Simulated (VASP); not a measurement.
# Ca2Al2O (P4mm) in VASP: a series of runs

The runs below take Ca2Al2O through single point, relaxation of cell and atoms, with PBE.

Everything below comes from runs of VASP 6.6.1. Logs are shortened: lines on timing, memory, paths and dates and some standing lists are left out, and cuts for length are marked.

### 1 The cell of the first run

It takes space group P4mm (No. 99, tetragonal). Conventional cell: a = 4.091 Å, b = 4.091 Å, c = 6.052 Å, α = 90.00°, β = 90.00°, γ = 90.00°. Within 3.1 Å of Ca (site symmetry 2mm) lie 2 O at 2.11 Å and 4 Ca at 2.89 Å and 2 Al at 2.99 to 3.06 Å. Within 3.8 Å of Al (site symmetry 2mm) lie 4 Al at 2.89 Å and 2 Ca at 2.99 to 3.06 Å and 2 O at 3.22 Å. Within 2.8 Å of O (site symmetry 4mm) lie 4 Ca at 2.11 Å.

The cell was generated, and may not be a known phase.

### 2 Single point, PBE

The input, INCAR:

```
SYSTEM = Ca2Al2O
  PREC = Accurate
  ENCUT = 520
  EDIFF = 1E-6
  ISMEAR = 0
  SIGMA = 0.1
  LREAL = .FALSE.
  LASPH = .TRUE.
  NELM = 80
  ALGO = Fast
  ISIF = 2
  LWAVE = .FALSE.
  LCHARG = .FALSE.
  GGA = PE
  NBANDS = 24
```

The input, KPOINTS:

```
regular mesh
0
G
  4 4 4
  0 0 0
```

The input, POSCAR:

```
Ca2Al2O
1.0
    4.0912299500      0.0000000000      0.0000000000
    0.0000000000      4.0912299500      0.0000000000
    0.0000000000      0.0000000000      6.0519115900
Ca Al O
2 2 1
Direct
    0.5000000000      0.0000000000      0.2888350800
    0.0000000000      0.5000000000      0.2888350800
    0.5000000000      0.0000000000      0.7951302700
    0.0000000000      0.5000000000      0.7951302700
    0.5000000000      0.5000000000      0.2064830200
```

Potentials or basis: VASP PAW PBE potentials, release 64 (Ca_sv, Al, O).

Run with:

```console
$ cat potpaw_PBE.64/Ca_sv/POTCAR potpaw_PBE.64/Al/POTCAR potpaw_PBE.64/O/POTCAR > POTCAR
$ mpirun -np 1 vasp_std > vasp.out
```

OUTCAR:

```text
SYSTEM = Ca2Al2O
   PREC = Accurate
   ENCUT = 520
   EDIFF = 1E-6
   ISMEAR = 0
   LREAL = .FALSE.
   LASPH = .TRUE.
   NELM = 80
   ISIF = 2
   GGA = PE

 ion  position               nearest neighbor table
   1  0.500  0.000  0.289-   5 2.11   5 2.11   2 2.89   2 2.89   2 2.89   2 2.89   3 2.99   3 3.06

   2  0.000  0.500  0.289-   5 2.11   5 2.11   1 2.89   1 2.89   1 2.89   1 2.89   4 2.99   4 3.06

   3  0.500  0.000  0.795-   4 2.89   4 2.89   4 2.89   4 2.89   1 2.99   1 3.06
   4  0.000  0.500  0.795-   3 2.89   3 2.89   3 2.89   3 2.89   2 2.99   2 3.06
   5  0.500  0.500  0.206-   1 2.11   2 2.11   1 2.11   2 2.11

  LATTYP: Found a simple tetragonal cell.
 ALAT       =     4.0912299500
 C/A-ratio  =     1.4792401464

  Lattice vectors:

 A1 = (   4.0912299500,   0.0000000000,   0.0000000000)
 A2 = (   0.0000000000,   4.0912299500,   0.0000000000)
 A3 = (   0.0000000000,   0.0000000000,   6.0519115900)

Analysis of symmetry for initial positions (statically):
=====================================================================
 Subroutine PRICEL returns:
 Original cell was already a primitive cell.

 Routine SETGRP: Setting up the symmetry group for a
 simple tetragonal supercell.

 Subroutine GETGRP returns: Found  8 space group operations
 (whereof  8 operations were pure point group operations)
 out of a pool of 16 trial point group operations.

The static configuration has the point symmetry C_4v.

Analysis of symmetry for dynamics (positions and initial velocities):
=====================================================================
 Subroutine PRICEL returns:
 Original cell was already a primitive cell.

 Routine SETGRP: Setting up the symmetry group for a
 simple tetragonal supercell.

 Subroutine GETGRP returns: Found  8 space group operations
 (whereof  8 operations were pure point group operations)
 out of a pool of 16 trial point group operations.

The dynamic configuration has the point symmetry C_4v.

 Subroutine INISYM returns: Found  8 space group operations
 (whereof  8 operations are pure point group operations),
 and found     1 'primitive' translations

----------------------------------------------------------------------------------------

                                     Primitive cell

[... 87 lines left out ...]
   ENCUT  =  520.0 eV  38.22 Ry    6.18 a.u.   7.61  7.61 11.25*2*pi/ulx,y,z
   NELM   =     80;   NELMIN=  2; NELMDL= -5     # of ELM steps
   EDIFF  = 0.1E-05   stopping-criterion for ELM
   LREAL  =      F    real-space projection
   EDIFFG = 0.1E-04   stopping-criterion for IOM
   NSW    =      0    number of steps for IOM
   IBRION =     -1    ionic relax: 0-MD 1-quasi-New 2-CG
   NFREE  =      0    steps in history (QN), initial steepest desc. (CG)
   ISIF   =      2    stress and relaxation
   ISYM   =      2    0-nonsym 1-usesym 2-fastsym
   POTIM  = 0.5000    time-step for ionic-motion
   TEBEG  =    0.0;   TEEND  =   0.0 temperature during run
   PSTRESS=    0.0 pullay stress
   NELECT =      32.0000    total number of electrons
   NUPDOWN=      -1.0000    fix difference up-down
   EMIN   =  10.00;   EMAX   =-10.00  energy-range for DOS
   EFERMI =   0.00;   METHOD = LEGACY
   ISMEAR =     0;   SIGMA  =   0.10  broadening in eV -4-tet -1-fermi 0-gaus
   EFERMI_NEDOS =   21; number of points for ismear=-14 and -15
   IALGO  =     68    algorithm
   IMIX   =      4    mixing-type and parameters
     AMIX     =   0.40;   BMIX     =  1.00
     AMIX_MAG =   1.60;   BMIX_MAG =  1.00
  volume/ion in A,a.u.               =      20.26       136.72
  Fermi-wavevector in a.u.,A,eV,Ry     =   1.114957  2.106963 16.913792  1.243129
  Thomas-Fermi vector in A             =   2.251557
   LORBIT       =      0    0 simple, 1 ext, 2 COOP (PROOUT), +10 PAW based schemes
   GGA     = PE    functional components
   LHFCALC =     F    Hartree Fock is set to
   AEXX    =    0.0000 exact exchange contribution
   IVDW    =     0    specifies the selected vdW correction
   LEPSILON=     F    determine dielectric tensor
   LRPA    =     F    only Hartree local field effects (RPA)
 non-spin polarized calculation
 RMM-DIIS sequential band-by-band and
 Gauss-broadening in eV      SIGMA  =   0.10
  energy-cutoff  :      520.00
  volume of cell :      101.30
 maximum number of plane-waves:      2752
   NGX = 15   NGY = 15   NGZ = 23

 number of electron      32.0000002 magnetization

 Free energy of the ion-electron system (eV)
  ---------------------------------------------------
  ext. energy  EPLUGINS =         0.00000000
  ---------------------------------------------------
  free energy    TOTEN  =       -18.18116690 eV

  energy without entropy =      -18.16721011  energy(sigma->0) =      -18.17418850

 E-fermi :   4.5597     XC(G=0):  -9.4031

 val. band max:        4.4533989553   @ k =   0.5000   0.5000   0.0000
 cond. band min:       4.5825356066   @ k =   0.5000   0.2500   0.5000
 fundamental gap:      0.1291366513
 Fermi energy:         4.5597430063

 k-point     1 :       0.0000    0.0000    0.0000
  band No.  band energies     occupation
      1     -36.2298      2.00000
      2     -35.8690      2.00000
      3     -17.7916      2.00000
      4     -17.7916      2.00000
      5     -17.3908      2.00000
      6     -16.9658      2.00000
[... 475 lines left out ...]
     23       7.2495      0.00000
     24      10.2413      0.00000

------------------------ aborting loop because EDIFF is reached ----------------------------------------

  FORCE on cell =-STRESS in cart. coord.  units (eV):
  Direction    XX          YY          ZZ          XY          YZ          ZX
  --------------------------------------------------------------------------------------
  -------------------------------------------------------------------------------------
  Total        7.7793206      7.7793206      5.2806085      0.0000000      0.0000000      0.0000000
  in kB      123.0415792    123.0415792     83.5207133      0.0000000      0.0000000      0.0000000
  external PRESSURE =     109.8679572 kB  Pullay stress =       0.0000000 kB

 VOLUME and BASIS-vectors are now :
 -----------------------------------------------------------------------------
  energy-cutoff  :      520.00
  volume of cell :      101.30
      direct lattice vectors                 reciprocal lattice vectors
     4.091229950  0.000000000  0.000000000     0.244425274  0.000000000  0.000000000
     0.000000000  4.091229950  0.000000000     0.000000000  0.244425274  0.000000000
     0.000000000  0.000000000  6.051911590     0.000000000  0.000000000  0.165237047

 POSITION                                       TOTAL-FORCE (eV/Angst)
 -----------------------------------------------------------------------------------
      2.04561      0.00000      1.74800         0.000000      0.000000      0.487835
      0.00000      2.04561      1.74800         0.000000     -0.000000      0.487835
      2.04561      0.00000      4.81206         0.000000      0.000000     -0.354516
      0.00000      2.04561      4.81206         0.000000      0.000000     -0.354516
      2.04561      2.04561      1.24962        -0.000000      0.000000     -0.266638
 -----------------------------------------------------------------------------------
    total drift:                                0.000000     -0.000000     -0.001805

  FREE ENERGIE OF THE ION-ELECTRON SYSTEM (eV)
  ---------------------------------------------------
  free  energy   TOTEN  =       -18.1811669011 eV

  energy  without entropy=      -18.1672101051  energy(sigma->0) =      -18.17418850
```

OSZICAR:

```text
N       E                     dE             d eps       ncg     rms          rms(c)
DAV:   1     0.278468487952E+03    0.27847E+03   -0.15306E+04   864   0.124E+03
DAV:   2     0.150349231904E+01   -0.27696E+03   -0.26505E+03   984   0.348E+02
DAV:   3    -0.209602586854E+02   -0.22464E+02   -0.22043E+02  1424   0.857E+01
DAV:   4    -0.223095623598E+02   -0.13493E+01   -0.13386E+01  1304   0.181E+01
[... 13 lines left out ...]
RMM:  18    -0.181811595254E+02   -0.58231E-05   -0.58922E-05  1231   0.261E-02    0.143E-03
RMM:  19    -0.181811630808E+02   -0.35554E-05   -0.30558E-05  1066   0.182E-02    0.766E-04
RMM:  20    -0.181811649779E+02   -0.18971E-05   -0.17037E-05   975   0.135E-02    0.164E-03
RMM:  21    -0.181811661643E+02   -0.11864E-05   -0.10953E-05   864   0.107E-02    0.175E-03
RMM:  22    -0.181811669011E+02   -0.73677E-06   -0.69888E-06   750   0.863E-03
   1 F= -.18181167E+02 E0= -.18174189E+02  d E =-.139568E-01
```

stdout:

```text
POSCAR found type information on POSCAR CaAlO
 POSCAR found :  3 types and       5 ions
 scaLAPACK will be used
 LDA part: xc-table for (Slater+PW92), standard interpolation
 POSCAR, INCAR and KPOINTS ok, starting setup
 FFT: planning ... GRIDC
 FFT: planning ... GRID_SOFT
 FFT: planning ... GRID
 WAVECAR not read
 entering main loop
WARNING in EDDRMM: call to ZHEGV failed, returncode =   8  4     12
WARNING in EDDRMM: call to ZHEGV failed, returncode =   8  4     11
WARNING in EDDRMM: call to ZHEGV failed, returncode =   6  3     10
```

It took 58 s on 1 thread of Oxide Virtual Turin-like, shared host; peak memory 0.18 GiB.

Results:

| Item | Value |
| --- | --- |
| Free energy | -18.1812 eV |
| Pressure | 11.0 GPa |
| Largest force | 0.488 eV/Å |
| Band gap on the k mesh | zero (bands 16 and 17 overlap by 0.91 eV) |

Forces on the atoms (eV/Å):
```
Ca   0.000  0.000  0.488
Ca   0.000  0.000  0.488
Al   0.000  0.000 -0.355
Al   0.000  0.000 -0.355
O    0.000  0.000 -0.267
```

Caveat: the k points lie up to 0.38 Å⁻¹ apart, too coarse for converged energies and pressures of a metal.

### 3 Relaxation of cell and atoms, PBE

The input, INCAR:

```
SYSTEM = Ca2Al2O
  PREC = Accurate
  ENCUT = 600
  EDIFF = 1E-6
  ISMEAR = 0
  SIGMA = 0.1
  LREAL = .False.
  LASPH = .True.
  NELM = 80
  ALGO = Normal
  ISIF = 3
  LWAVE = .False.
  LCHARG = .False.
  GGA = PE
  IBRION = 2
  NSW = 90
  EDIFFG = -0.04
```

The input, KPOINTS:

```
Automatic mesh
0
Gamma
  4 4 4
  0 0 0
```

POSCAR is that of step 2.

Potentials or basis: VASP PAW PBE potentials, release 64 (Ca_sv, Al, O).

Run with:

```console
$ cat potpaw_PBE.64/Ca_sv/POTCAR potpaw_PBE.64/Al/POTCAR potpaw_PBE.64/O/POTCAR > POTCAR
$ mpirun -np 1 vasp_std > vasp.out
```

It took 9.1 min on 1 thread of Oxide Virtual Turin-like, shared host; peak memory 0.24 GiB.

It converged, with:

- Free energy: -19.0454 eV
- Relaxed volume: 25.83 Å³/atom
- Relaxed cell: a = 4.435 Å, b = 4.435 Å, c = 6.568 Å, α = 90.00°, β = 90.00°, γ = 90.00°
- Space group after relaxing (to 0.1 Å): P4/mmm (No. 123)
- Energy gained by relaxing: 172.2 meV/atom
- Ionic steps: 13
- Pressure after relaxing: 0.1 GPa
- Largest force after relaxing: 0.032 eV/Å
- Band gap on the k mesh: zero (bands 16 and 17 overlap by 0.50 eV)

Forces in eV/Å, atoms in the order of the input:
```
Ca   0.000  0.000  0.002
Ca   0.000  0.000  0.002
Al   0.000  0.000 -0.018
Al   0.000  0.000 -0.018
O    0.000  0.000  0.032
```

Stress tensor (GPa, compression positive):
```
 0.21  0.00  0.00
 0.00  0.21  0.00
 0.00  0.00 -0.13
```

Step by step:
| step | energy change (eV) | largest force (eV/Å) | pressure (GPa) | volume (Å³) |
| --- | --- | --- | --- | --- |
| 1 | 0.0000 | 0.4882 | 10.95 | 101.30 |
| 2 | -0.6140 | 0.9826 | -0.26 | 122.96 |
| 3 | -0.6169 | 0.9156 | 0.37 | 121.15 |
| 4 | -0.6169 | 0.9318 | 0.23 | 121.57 |
| 5 | -0.6762 | 0.8107 | 0.08 | 123.47 |
| 6 | -0.7596 | 0.5197 | -0.14 | 128.35 |
| 7 | -0.7698 | 0.4193 | -0.20 | 130.36 |
| 8 | -0.8200 | 0.3158 | -0.49 | 131.00 |
| 9 | -0.8386 | 0.2005 | -0.91 | 131.65 |
| 10 | -0.8563 | 0.0480 | 0.54 | 127.05 |
| 11 | -0.8573 | 0.0665 | 0.25 | 127.92 |
| 12 | -0.8606 | 0.0462 | 0.16 | 128.66 |
| 13 | -0.8612 | 0.0319 | 0.10 | 129.17 |

Final structure:
```
CELL_PARAMETERS angstrom
4.43462 0.00000 0.00000
0.00000 4.43462 0.00000
0.00000 0.00000 6.56800
ATOMIC_POSITIONS crystal
Ca 0.50000 0.00000 0.27540
Ca 0.00000 0.50000 0.27540
Al 0.50000 0.00000 0.77613
Al 0.00000 0.50000 0.77613
O 0.50000 0.50000 0.27135
```

Levels at points of the mesh, in eV from the Fermi level:
| k point | band 13 | band 14 | band 15 | band 16 | band 17 | band 18 | band 19 | band 20 |
| --- | --- | --- | --- | --- | --- | --- | --- | --- |
| (0.00, 0.00, 0.00) | -2.59 | -1.22 | -0.63 | -0.62 | 0.55 | 0.55 | 1.59 | 2.21 |
| (0.50, 0.00, 0.00) | -3.25 | -2.85 | -0.32 | 0.21 | 0.95 | 1.97 | 2.31 | 2.61 |
| (0.50, 0.50, 0.00) | -3.54 | -3.44 | -2.00 | -1.70 | 0.52 | 1.12 | 1.12 | 2.13 |
| (0.00, 0.00, 0.50) | -2.58 | -2.58 | -0.23 | -0.06 | 0.21 | 0.21 | 1.60 | 2.03 |
| (0.50, 0.00, 0.50) | -2.85 | -2.71 | -1.21 | -0.50 | 1.25 | 1.84 | 1.93 | 2.26 |
| (0.50, 0.50, 0.50) | -3.48 | -3.48 | -2.09 | -1.19 | 0.11 | 0.11 | 0.80 | 2.10 |

Caveat: the k points lie up to 0.35 Å⁻¹ apart in the final cell; the volume moved by over 15 % at a fixed basis, so the end points are rough.

The gap in the log of VASP goes by the Fermi energy; the results here count the filled bands.